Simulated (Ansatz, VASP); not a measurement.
## CdI2 in VASP and in Ansatz

File INCAR:

```
PREC     = Accurate       # precision mode
ENCUT    = 500            # plane-wave cutoff, eV
EDIFF    = 1E-6           # SCF threshold, eV
ISMEAR   = -1             # smearing method
SIGMA    = 0.03           # smearing width, eV
LREAL    = F              # projectors in reciprocal space
LASPH    = T              # aspherical terms in the spheres
NELM     = 120            # most SCF steps
ALGO     = Normal         # electronic algorithm
ISIF     = 2              # what is computed and relaxed
LWAVE    = F              # write WAVECAR
LCHARG   = T              # write CHGCAR
GGA      = PS             # functional
LELF     = T              # ELF
LVHAR    = T            
NBANDS   = 20             # bands
GGA_COMPAT= F
```

Contents of KPOINTS:

```
Automatic mesh
0
Gamma
  8 8 5
```

Contents of POSCAR:

```
CdI2
1.0
    4.3288791990      0.0000000000      0.0000000000
   -2.1644395994      3.7489193562      0.0000000000
    0.0000000000      0.0000000000      6.8590000000
Cd I
1 2
Direct
    0.0000000000      0.0000000000      0.0000000000
    0.3333333333      0.6666666667      0.2492000000
    0.6666666667      0.3333333333      0.7508000000
```

Input for Ansatz:

```yaml
crystal:
  lattice:
    - [4.328879199, 0.0, 0.0]
    - [-2.1644395994, 3.7489193562, 0.0]
    - [0.0, 0.0, 6.859]
  atoms:
    - { symbol: Cd, position: [0.0, 0.0, 0.0] }
    - { symbol: I, position: [0.3333333333, 0.6666666667, 0.2492] }
    - { symbol: I, position: [0.6666666667, 0.3333333333, 0.7508] }
kpoints:
  mp_grid: { grid: [8, 8, 5] }
  band_path:
    path:
      - [0.0, 0.0, 0.0]
      - [0.5, 0.0, 0.0]
      - [0.3333333333, 0.3333333333, 0.0]
      - [0.0, 0.0, 0.0]
      - [0.0, 0.0, 0.5]
      - [0.5, 0.0, 0.5]
      - [0.3333333333, 0.3333333333, 0.5]
      - [0.0, 0.0, 0.5]
      - [0.5, 0.0, 0.5]
    npoints: 5
scf:
  occupations: { method: fermi_dirac, width: 0.03 }
hamiltonian:
  xc: pbesol
  pseudopotentials: { kind: all_electron, lapw: { basis_error: 0.0005 } }
output:
  forces: true
  stress: true
  eigenvalues: true
```

Change from the starting cell: equal xx and yy strain of +2 %.

Alike in both runs: task single point; functional PBEsol; k mesh 8 × 8 × 5; occupations fermi-dirac, width 0.03 eV; no spin polarisation.

|  | VASP | Ansatz |
| --- | --- | --- |
| version | VASP 6.6.1 | Ansatz 0.2.0 |
| potentials or method | VASP PAW PBE potentials, release 64 (Cd, I), cutoff 500 eV | all-electron LAPW, scalar-relativistic |

|  | VASP | Ansatz | Ansatz less VASP |
| --- | --- | --- | --- |
| gap on the k mesh at the Fermi level (eV) | 2.22 | 2.23 | +0.010 |
| pressure (GPa) | -1.5 | -1.6 | -0.10 |
| traceless stress, the component that is largest in VASP (GPa) | 0.44 | 0.45 | +0.010 |
| rms of the force components (eV/Å) | 0.109 | 0.119 | +0.0097 |

VASP's potentials were made for PBE, not for PBEsol. Atom by atom the forces differ by 0.010 eV/Å (rms over components). Ansatz ran all-electron here, and VASP with PAW potentials.

Neither program's run includes spin-orbit coupling.
